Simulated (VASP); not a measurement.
# Ti2In (P4/mmm) in VASP: notebook, part 2 of 2

VASP 6.6.1.

## (4) Relaxation of cell and atoms, PBE

The input, INCAR:

```
PREC = Accurate
ENCUT = 600
EDIFF = 1E-7
ISMEAR = 0
SIGMA = 0.1
LREAL = F
LASPH = T
NELM = 60
ALGO = Normal
ISIF = 3
LWAVE = F
LCHARG = F
GGA = PE
IBRION = 2
NSW = 90
EDIFFG = -0.04
```

The input, KPOINTS:

```
regular mesh
0
Gamma
  6 6 4
```

The input, POSCAR:

```
Ti2In
1.0
    2.9257027200      0.0000000000      0.0000000000
    0.0000000000      2.9257027200      0.0000000000
    0.0000000000      0.0000000000      5.5897924100
Ti In
2 1
Direct
    0.5000000000      0.5000000000      0.2700000100
    0.5000000000      0.5000000000      0.7299999900
    0.0000000000      0.0000000000      0.0000000000
```

Potentials or basis: VASP PAW PBE potentials, release 64 (Ti_sv, In_d).

Run with:

```console
$ cat potpaw_PBE.64/Ti_sv/POTCAR potpaw_PBE.64/In_d/POTCAR > POTCAR
$ mpirun -np 1 vasp_std > vasp.out
```

OUTCAR:

```text
PREC = Accurate
   ENCUT = 600
   EDIFF = 1E-7
   ISMEAR = 0
   LREAL = F
   LASPH = T
   NELM = 60
   ISIF = 3
   GGA = PE
   IBRION = 2
   NSW = 90
   EDIFFG = -0.04

 ion  position               nearest neighbor table
   1  0.500  0.500  0.270-   3 2.56   3 2.56   3 2.56   3 2.56   2 2.57
   2  0.500  0.500  0.730-   3 2.56   3 2.56   3 2.56   3 2.56   1 2.57
   3  0.000  0.000  0.000-   1 2.56   2 2.56   1 2.56   2 2.56   1 2.56   2 2.56   1 2.56   2 2.56

  LATTYP: Found a simple tetragonal cell.
 ALAT       =     2.9257027200
 C/A-ratio  =     1.9105811304

  Lattice vectors:

 A1 = (   2.9257027200,   0.0000000000,   0.0000000000)
 A2 = (   0.0000000000,   2.9257027200,   0.0000000000)
 A3 = (   0.0000000000,   0.0000000000,   5.5897924100)

Analysis of symmetry for initial positions (statically):
=====================================================================
 Subroutine PRICEL returns:
 Original cell was already a primitive cell.

 Routine SETGRP: Setting up the symmetry group for a
 simple tetragonal supercell.

 Subroutine GETGRP returns: Found 16 space group operations
 (whereof 16 operations were pure point group operations)
 out of a pool of 16 trial point group operations.

The static configuration has the point symmetry D_4h.

Analysis of symmetry for dynamics (positions and initial velocities):
=====================================================================
 Subroutine PRICEL returns:
 Original cell was already a primitive cell.

 Routine SETGRP: Setting up the symmetry group for a
 simple tetragonal supercell.

 Subroutine GETGRP returns: Found 16 space group operations
 (whereof 16 operations were pure point group operations)
 out of a pool of 16 trial point group operations.

The dynamic configuration has the point symmetry D_4h.

 Subroutine INISYM returns: Found 16 space group operations
 (whereof 16 operations are pure point group operations),
 and found     1 'primitive' translations

----------------------------------------------------------------------------------------

                                     Primitive cell

  volume of cell :      47.8471

  direct lattice vectors                    reciprocal lattice vectors
     2.925702720  0.000000000  0.000000000     0.341798226  0.000000000  0.000000000
     0.000000000  2.925702720  0.000000000     0.000000000  0.341798226  0.000000000
     0.000000000  0.000000000  5.589792410     0.000000000  0.000000000  0.178897520

  length of vectors
     2.925702720  2.925702720  5.589792410     0.341798226  0.341798226  0.178897520

  position of ions in fractional coordinates (direct lattice)
     0.500000000  0.500000000  0.270000010
     0.500000000  0.500000000  0.729999990
     0.000000000  0.000000000  0.000000000

  ion indices of the primitive-cell ions
   primitive index   ion index
                 1           1
                 2           2
                 3           3

----------------------------------------------------------------------------------------

 KPOINTS: regular mesh

Automatic generation of k-mesh.
 Grid dimensions read from file:
 generate k-points for:    6    6    4

 Generating k-lattice:

  Cartesian coordinates                     Fractional coordinates (reciprocal lattice)
     0.056966371  0.000000000  0.000000000     0.166666667  0.000000000  0.000000000
     0.000000000  0.056966371  0.000000000     0.000000000  0.166666667  0.000000000
     0.000000000  0.000000000  0.044724380     0.000000000  0.000000000  0.250000000

  Length of vectors
     0.056966371  0.056966371  0.044724380

  Shift w.r.t. Gamma in fractional coordinates (k-lattice)
     0.000000000  0.000000000  0.000000000

 Subroutine IBZKPT returns following result:
 ===========================================

 Found     30 irreducible k-points:

 Following reciprocal coordinates:
            Coordinates               Weight
  0.000000  0.000000  0.000000      1.000000
  0.166667  0.000000  0.000000      4.000000
  0.333333  0.000000  0.000000      4.000000
  0.500000  0.000000  0.000000      2.000000
  0.166667  0.166667  0.000000      4.000000
  0.333333  0.166667  0.000000      8.000000
[... 16 lines left out ...]
  0.333333  0.000000  0.500000      4.000000
  0.500000  0.000000  0.500000      2.000000
 [... further k-points ...]
   k-points           NKPTS =     30   k-points in BZ     NKDIM =     30   number of bands    NBANDS=     22
   number of dos      NEDOS =    301   number of ions     NIONS =      3
   total plane-waves  NPLWV =  27648
   dimension x,y,z NGX =    24 NGY =   24 NGZ =   48
   dimension x,y,z NGXF=    48 NGYF=   48 NGZF=   96
   ions per type =               2   1
   NGX,Y,Z   is equivalent  to a cutoff of  13.64, 13.64, 14.28 a.u.
   NGXF,Y,Z  is equivalent  to a cutoff of  27.27, 27.27, 28.55 a.u.
 SYSTEM =  unknown system
   PREC   = accura    normal or accurate (medium, high low for compatibility)
   ISTART =      0    job   : 0-new  1-cont  2-samecut
   ICHARG =      2    charge: 1-file 2-atom 10-const
   ISPIN  =      1    spin polarized calculation?
   LNONCOLLINEAR =      F non collinear calculations
   LSORBIT =      F    spin-orbit coupling
   LASPH  =      T    aspherical Exc in radial PAW
   ENCUT  =  600.0 eV  44.10 Ry    6.64 a.u.   5.84  5.84 11.16*2*pi/ulx,y,z
   NELM   =     60;   NELMIN=  2; NELMDL= -5     # of ELM steps
   EDIFF  = 0.1E-06   stopping-criterion for ELM
   LREAL  =      F    real-space projection
   EDIFFG = -.4E-01   stopping-criterion for IOM
   NSW    =     90    number of steps for IOM
   IBRION =      2    ionic relax: 0-MD 1-quasi-New 2-CG
   NFREE  =      1    steps in history (QN), initial steepest desc. (CG)
   ISIF   =      3    stress and relaxation
   ISYM   =      2    0-nonsym 1-usesym 2-fastsym
   POTIM  = 0.5000    time-step for ionic-motion
   TEBEG  =    0.0;   TEEND  =   0.0 temperature during run
   PSTRESS=    0.0 pullay stress
   NELECT =      37.0000    total number of electrons
   NUPDOWN=      -1.0000    fix difference up-down
   EMIN   =  10.00;   EMAX   =-10.00  energy-range for DOS
   EFERMI =   0.00;   METHOD = LEGACY
   ISMEAR =     0;   SIGMA  =   0.10  broadening in eV -4-tet -1-fermi 0-gaus
   EFERMI_NEDOS =   21; number of points for ismear=-14 and -15
   IALGO  =     38    algorithm
   IMIX   =      4    mixing-type and parameters
     AMIX     =   0.40;   BMIX     =  1.00
     AMIX_MAG =   1.60;   BMIX_MAG =  1.00
  volume/ion in A,a.u.               =      15.95       107.63
  Fermi-wavevector in a.u.,A,eV,Ry     =   1.502646  2.839589 30.721212  2.257945
  Thomas-Fermi vector in A             =   2.613860
   LORBIT       =      0    0 simple, 1 ext, 2 COOP (PROOUT), +10 PAW based schemes
   GGA     = PE    functional components
   LHFCALC =     F    Hartree Fock is set to
   AEXX    =    0.0000 exact exchange contribution
   IVDW    =     0    specifies the selected vdW correction
   LEPSILON=     F    determine dielectric tensor
   LRPA    =     F    only Hartree local field effects (RPA)
 conjugate gradient relaxation of ions
 non-spin polarized calculation
 Gauss-broadening in eV      SIGMA  =   0.10
  energy-cutoff  :      600.00
  volume of cell :       47.85
 maximum number of plane-waves:      1616
 NGX is ok and might be reduce to    24
   NGX = 11   NGY = 11   NGZ = 23

--------------------------------------- Ionic step        1  -------------------------------------------

 number of electron      36.9999995 magnetization

 Free energy of the ion-electron system (eV)
  ---------------------------------------------------
  ext. energy  EPLUGINS =         0.00000000
  ---------------------------------------------------
  free energy    TOTEN  =       -14.83064968 eV

  energy without entropy =      -14.80773306  energy(sigma->0) =      -14.81919137

 E-fermi :  10.6966     XC(G=0): -12.0767

 val. band max:       10.6906914737   @ k =   0.1667   0.1667   0.0000
 cond. band min:      10.6977760614   @ k =   0.3333   0.1667   0.5000
 fundamental gap:      0.0070845877
 Fermi energy:        10.6966247393
[... 1313 lines left out ...]
  FREE ENERGIE OF THE ION-ELECTRON SYSTEM (eV)
  ---------------------------------------------------
  free  energy   TOTEN  =       -16.9426187510 eV

  energy  without entropy=      -16.9154539980  energy(sigma->0) =      -16.92903637

[... ionic steps 4 to 10 ...]

--------------------------------------- Ionic step       11  -------------------------------------------

 number of electron      36.9999986 magnetization

------------------------ aborting loop because EDIFF is reached ----------------------------------------
[... 69 lines left out ...]
--------------------------------------- Ionic step       13  -------------------------------------------

 number of electron      36.9999997 magnetization

 Free energy of the ion-electron system (eV)
  ---------------------------------------------------
  ext. energy  EPLUGINS =         0.00000000
  ---------------------------------------------------
  free energy    TOTEN  =       -17.35848540 eV

  energy without entropy =      -17.33399565  energy(sigma->0) =      -17.34624052

 E-fermi :   8.2471     XC(G=0): -11.1047

 val. band max:        8.2145756909   @ k =   0.3333   0.0000   0.5000
 cond. band min:       8.2760763079   @ k =   0.1667   0.1667   0.2500
 fundamental gap:      0.0615006171
 Fermi energy:         8.2470762262
[... 630 lines left out ...]
  FREE ENERGIE OF THE ION-ELECTRON SYSTEM (eV)
  ---------------------------------------------------
  free  energy   TOTEN  =       -17.3584853979 eV

  energy  without entropy=      -17.3339956480  energy(sigma->0) =      -17.34624052

 reached required accuracy - stopping structural energy minimisation
```

OSZICAR:

```text
N       E                     dE             d eps       ncg     rms          rms(c)
DAV:   1     0.431965831013E+03    0.43197E+03   -0.21031E+04  1336   0.255E+03
DAV:   2     0.309156332535E+02   -0.40105E+03   -0.39731E+03  1338   0.605E+02
DAV:   3    -0.120250638625E+02   -0.42941E+02   -0.42581E+02  2282   0.186E+02
[... 176 lines left out ...]
DAV:   7    -0.173584877519E+02   -0.35297E-04   -0.92151E-05  1512   0.686E-02    0.146E-02
DAV:   8    -0.173584859088E+02    0.18431E-05   -0.35533E-05  2098   0.355E-02    0.273E-03
DAV:   9    -0.173584856785E+02    0.23027E-06   -0.12832E-06  1490   0.739E-03    0.135E-03
DAV:  10    -0.173584854958E+02    0.18274E-06   -0.91783E-08   924   0.296E-03    0.102E-03
DAV:  11    -0.173584853979E+02    0.97845E-07   -0.50941E-08   796   0.189E-03
  13 F= -.17358485E+02 E0= -.17346241E+02  d E =-.376153E-02
```

CONTCAR:

```text
Ti2In
   1.00000000000000
     2.9086469591019402   -0.0000000000000000   -0.0000000000000000
    -0.0000000000000000    2.9086469591019402    0.0000000000000000
    -0.0000000000000000    0.0000000000000000    6.9985462997641843
  Ti              In
     2     1
Direct
     0.5000000000000000    0.5000000000000000    0.3095634847591565
     0.5000000000000000    0.5000000000000000    0.6904365152408436
     0.0000000000000000    0.0000000000000000    0.0000000000000000

  0.00000000E+00  0.00000000E+00  0.00000000E+00
  0.00000000E+00  0.00000000E+00  0.00000000E+00
  0.00000000E+00  0.00000000E+00  0.00000000E+00
```

Wall time 6.6 min (1 thread of AMD EPYC 7R13 (Zen 3), shared host); peak memory 0.17 GiB.

What came out:

```
Free energy                            : -17.3585 eV
Relaxed volume                         : 19.74 Å³/atom
Relaxed cell                           : a = 2.909 Å, b = 2.909 Å, c = 6.999 Å, α = 90.00°, β = 90.00°, γ = 90.00°
Space group after relaxing (to 0.05 Å) : P4/mmm (No. 123)
Energy gained by relaxing              : 842.6 meV/atom
Ionic steps                            : 13
Pressure after relaxing                : 0.0 GPa
Largest force after relaxing           : 0.015 eV/Å
```

Forces in eV/Å, atoms in the order of the input:
```
Ti   0.000  0.000 -0.015
Ti   0.000  0.000  0.015
In   0.000  0.000  0.000
```

Step by step:
| step | energy change (eV) | largest force (eV/Å) | pressure (GPa) | volume (Å³) |
| --- | --- | --- | --- | --- |
| 1 | 0.0000 | 4.1769 | 45.83 | 47.85 |
| 2 | -0.7022 | 0.2232 | -13.81 | 86.81 |
| 3 | -2.1120 | 0.3152 | -2.95 | 64.39 |
| 4 | -2.1180 | 0.3792 | -2.02 | 63.64 |
| 5 | -2.1192 | 0.4248 | -1.37 | 63.13 |
| 6 | -2.2911 | 0.3201 | -1.31 | 62.30 |
| 7 | -2.5076 | 0.2755 | 0.62 | 59.19 |
| 8 | -2.5112 | 0.3148 | 0.12 | 59.66 |
| 9 | -2.5115 | 0.3050 | 0.23 | 59.55 |
| 10 | -2.5216 | 0.1561 | -0.53 | 59.81 |
| 11 | -2.5241 | 0.0369 | -1.07 | 60.02 |
| 12 | -2.5275 | 0.0334 | 0.32 | 58.97 |
| 13 | -2.5278 | 0.0148 | -0.02 | 59.21 |

Final structure:
```
CELL_PARAMETERS angstrom
2.90865 0.00000 0.00000
0.00000 2.90865 0.00000
0.00000 0.00000 6.99855
ATOMIC_POSITIONS crystal
Ti 0.50000 0.50000 0.30956
Ti 0.50000 0.50000 0.69044
In 0.00000 0.00000 0.00000
```

Caveat: the volume moved by over 15 % at a fixed basis, so the end points are rough; spin-orbit coupling is left out, which moves the levels of the heavy elements.

## (5) Single point, PBE, collinear spin, ferromagnetic start

This run uses another cell than the first one, of 19.71 Å³/atom, 1.236 times its volume.

The input, INCAR:

```
PREC     = Accurate       # precision mode
ENCUT    = 520            # plane-wave cutoff, eV
EDIFF    = 1E-6           # SCF threshold, eV
ISMEAR   = 0              # smearing method
SIGMA    = 0.1            # smearing width, eV
LREAL    = False          # projectors in reciprocal space
LASPH    = True           # aspherical terms in the spheres
NELM     = 150            # most SCF steps
ALGO     = Normal         # electronic algorithm
ISIF     = 2              # what is computed and relaxed
LWAVE    = False          # write WAVECAR
LCHARG   = True           # write CHGCAR
ISPIN    = 2              # spin polarisation
MAGMOM   = 1 1 0          # initial moments
LORBIT   = 11             # projections on sites
LMAXMIX  = 4              # l up to which the mixer works
GGA      = PE             # functional
LELF     = True           # ELF
LVHAR    = True         
NBANDS   = 30             # bands
```

KPOINTS is that of step 4.

The input, POSCAR:

```
Ti2In
1.0
    2.9084828624      0.0000000000      0.0000000000
    0.0000000000      2.9084828624      0.0000000000
    0.0000000000      0.0000000000      6.9900833964
Ti In
2 1
Direct
    0.5000000000      0.5000000000      0.3092724649
    0.5000000000      0.5000000000      0.6907275351
    0.0000000000      0.0000000000      0.0000000000
```

Run with:

```console
$ cat potpaw_PBE.64/Ti_sv/POTCAR potpaw_PBE.64/In_d/POTCAR > POTCAR
$ mpirun -np 1 vasp_std > vasp.out
```

Wall time 1.8 min (1 thread of AMD EPYC 7R13 (Zen 3), shared host); peak memory 0.21 GiB.

The run converged. Its results:

* Free energy: -17.4263 eV
* Pressure: 1.8 GPa
* Largest force: 0.133 eV/Å
* Net moment: 2.32 μB per cell
* Site moments: Ti +0.90; In -0.02 μB
* Valence electrons inside the program's atomic spheres: Ti 10.21; In 11.67

Forces on the atoms (eV/Å):
```
Ti   0.000  0.000  0.133
Ti   0.000  0.000 -0.133
In   0.000  0.000  0.000
```

Stress tensor (GPa, compression positive):
```
1.24 0.00 0.00
0.00 1.24 0.00
0.00 0.00 2.93
```

Levels at points of the mesh, in eV from the Fermi level:
Spin up:
| k point | band 17 | band 18 | band 19 | band 20 | band 21 | band 22 | band 23 | band 24 |
| --- | --- | --- | --- | --- | --- | --- | --- | --- |
| (0.00, 0.00, 0.00) | -1.54 | -1.27 | -1.19 | 0.01 | 1.05 | 1.05 | 2.23 | 2.23 |
| (0.50, 0.00, 0.00) | -1.67 | -1.29 | -1.07 | 0.06 | 1.18 | 1.46 | 1.48 | 1.95 |
| (0.50, 0.50, 0.00) | -1.78 | -0.65 | 0.74 | 0.74 | 0.83 | 0.83 | 2.18 | 2.24 |
| (0.00, 0.00, 0.50) | -1.57 | -1.28 | -1.16 | -0.59 | 1.25 | 1.25 | 1.94 | 1.94 |
| (0.50, 0.00, 0.50) | -1.91 | -1.30 | -0.79 | -0.70 | 1.26 | 1.40 | 1.45 | 2.13 |
| (0.50, 0.50, 0.50) | -1.78 | -0.81 | -0.81 | -0.34 | 1.34 | 2.70 | 2.90 | 2.97 |
Spin down:
```csv
k point,band 13,band 14,band 15,band 16,band 17,band 18,band 19,band 20,band 21,band 22
"(0.00, 0.00, 0.00)",-14.08,-9.25,-4.09,-3.14,-0.23,0.03,0.15,0.90,1.60,1.60
"(0.50, 0.00, 0.00)",-14.07,-5.09,-4.19,-1.53,-1.19,-0.16,0.12,1.25,1.62,1.93
"(0.50, 0.50, 0.00)",-13.76,-2.48,-1.85,-1.85,-1.47,0.56,1.26,1.26,1.31,1.31
"(0.00, 0.00, 0.50)",-14.08,-9.15,-5.15,-0.96,-0.39,-0.25,0.17,0.18,1.83,1.83
"(0.50, 0.00, 0.50)",-14.07,-5.07,-3.99,-1.81,-0.93,-0.86,0.43,0.68,1.70,1.84
"(0.50, 0.50, 0.50)",-13.76,-2.09,-2.05,-1.56,-1.56,-0.22,-0.22,1.02,2.14,2.85
```

Caveat: the k points lie up to 0.36 Å⁻¹ apart; spin-orbit coupling is left out, which moves the levels of the heavy elements.

## (6) The runs side by side

| task | spin | cell | cutoff (eV) | gap on the mesh (eV) | pressure (GPa) | largest force (eV/Å) |
| --- | --- | --- | --- | --- | --- | --- |
| single point | off | a = 2.926, b = 2.926, c = 5.590 Å, 3 atoms | 520 | none | 45.8 | 4.18 |
| single point | off | a = 2.908, b = 2.908, c = 6.990 Å, 3 atoms | 520 | none | 0.2 | 0.01 |
| relaxation of cell and atoms | off | relaxed from a = 2.926, b = 2.926, c = 5.590 Å, 3 atoms | 600 | none | 0.0 | 0.01 |
| single point | collinear, ferromagnetic start | a = 2.908, b = 2.908, c = 6.990 Å, 3 atoms | 520 | none | 1.8 | 0.13 |

Alike in all rows: level PBE; potentials or basis VASP PAW PBE potentials, release 64 (Ti_sv, In_d); k mesh 6 × 6 × 4; smearing gaussian 0.1 eV.

Caveats: some runs use coarse meshes; spin-orbit coupling is left out, which moves the levels of the heavy elements; forces of over 1 eV/Å act on the atoms, so gaps and moduli don't describe the material at rest (some runs); the volume moved by over 15 % at a fixed basis, so the end points are rough (some runs).

Total energies depend on the potentials used, so only differences within one code and one set of settings carry meaning.
